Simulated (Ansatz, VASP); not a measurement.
**Two plane-wave programs on MgSi3N2**

```
Mg Si N
1.0
     5.11857    0.00000    0.00000
    -2.55928    4.43281    0.00000
     0.00000    0.00000    5.07470
Mg Si N
1 3 2
Cartesian
  2.5593 1.4776 0.0000
  2.5593 1.4776 2.5373
  0.0000 0.0000 0.0000
  0.0000 0.0000 2.5373
  0.0000 2.9552 0.5618
  0.0000 2.9552 4.5129
```

Change from the starting cell: species swapped into the La2CuSi3 type (P-6m2, No. 187).

Alike in both runs: functional PBE; k mesh 6 × 6 × 4; occupations gaussian, width 0.1 eV; no spin polarisation.

Ansatz relaxed the structure, and its values are those at the end. VASP's run is a single point on that final structure, the one shown.

```csv
,VASP,Ansatz
version,VASP 6.6.1,Ansatz 0.2.0
potentials or method,"VASP PAW PBE potentials, release 64 (Mg, Si, N), cutoff 520 eV","scalar-relativistic, plane waves, PAW"
valence electrons in the cell,24,32
```

```tsv
	VASP	Ansatz	Ansatz less VASP
gap on the k mesh at the Fermi level (eV)	none	none	-
pressure (GPa)	0.6	0.0	-0.58
rms of the force components (eV/Å)	0.447	0.007	-0.4397
```

A gap of «none» marks a metal or a gap that the smearing closes. VASP's potentials hold 24 valence electrons a cell and Ansatz's 32, so a difference there can come from the potentials and not from the codes.

Noted on VASP's run: the standard files for N, O and F lose accuracy on very short bonds.
